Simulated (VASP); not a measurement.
**CoSi2 (fluorite type): single point with PBEsol**

The system is CoSi2 (fluorite type).

```xyz
3
Lattice="0.0000 2.5454 2.5454 2.5454 0.0000 2.5454 2.5454 2.5454 0.0000" Properties=species:S:1:pos:R:3 pbc="T T T"
Co    0.0000    0.0000    0.0000
Si    1.2727    1.2727    1.2727
Si    3.8181    3.8181    3.8181
```

This cell differs from its parent crystal: volume scaled by 0.88.

```yaml
Program: VASP 6.6.1
Task: single point
Functional: PBEsol
Potentials_or_basis: VASP PAW PBE potentials, release 64 (Co, Si)
Cutoff: 600 eV
k_mesh: 11 × 11 × 11
Occupations: fermi-dirac, width 0.1 eV
Spin: no spin polarisation
```

```
Pressure : 33.2 GPa
```

Levels at points of the mesh, in eV from the Fermi level:
```
           k point  band 6  band 7  band 8  band 9  band 10  band 11  band 12  band 13
(0.00, 0.00, 0.00)   -2.48    2.41    3.43    3.43     3.43     4.08     4.08     4.08
```

Run time: 110 s on 1 thread of Intel Xeon 8259CL, on a shared host, peak memory 0.19 GiB.

Caveat: the PAW data sets were made with another functional, which shifts forces and pressure a little. Spin polarisation is off, so any magnetic state and its effect on volume and gap are missing.
